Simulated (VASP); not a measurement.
# SrO: single point with PBEsol

The system is SrO.

```xyz
2
Lattice="0.0000 2.5799 2.5799 2.5799 0.0000 2.5799 2.5799 2.5799 0.0000" Properties=species:S:1:pos:R:3 pbc="T T T"
Sr    2.5799    2.5799    2.5799
O     0.0000    0.0000    0.0000
```

```json
{
  "Program": "VASP 6.6.1",
  "Task": "single point",
  "Functional": "PBEsol",
  "Potentials or basis": "VASP PAW PBE potentials, release 64 (Sr_sv, O)",
  "Cutoff": "520 eV",
  "k mesh": "6 × 6 × 6",
  "Occupations": "gaussian, width 0.05 eV",
  "Spin": "no spin polarisation"
}
```

| Quantity | Value |
| --- | --- |
| Pressure | -1.4 GPa |
| Band gap on the k mesh | 3.16 eV (least direct gap 3.26 eV) |

Levels at points of the mesh, in eV from the valence-band top:
| k point | band 5 | band 6 | band 7 | band 8 | band 9 | band 10 | band 11 | band 12 |
| --- | --- | --- | --- | --- | --- | --- | --- | --- |
| (0.00, 0.00, 0.00) | -13.94 | 0.00 | 0.00 | 0.00 | 3.75 | 6.14 | 6.14 | 6.14 |
| (0.50, 0.00, 0.00) | -12.75 | -2.20 | -1.13 | -1.13 | 6.45 | 8.20 | 8.79 | 8.79 |
| (0.50, 0.50, 0.00) | -14.30 | -0.46 | -0.09 | -0.09 | 3.16 | 7.68 | 10.13 | 10.13 |

It took 15 s on 1 thread of AMD EPYC 7R43 64-Core Processor (Zen 3), with other jobs on the host, peak memory 0.12 GiB.

Caveat: the PAW data sets were made with another functional, which shifts forces and pressure a little. A k mesh can miss the band edges.
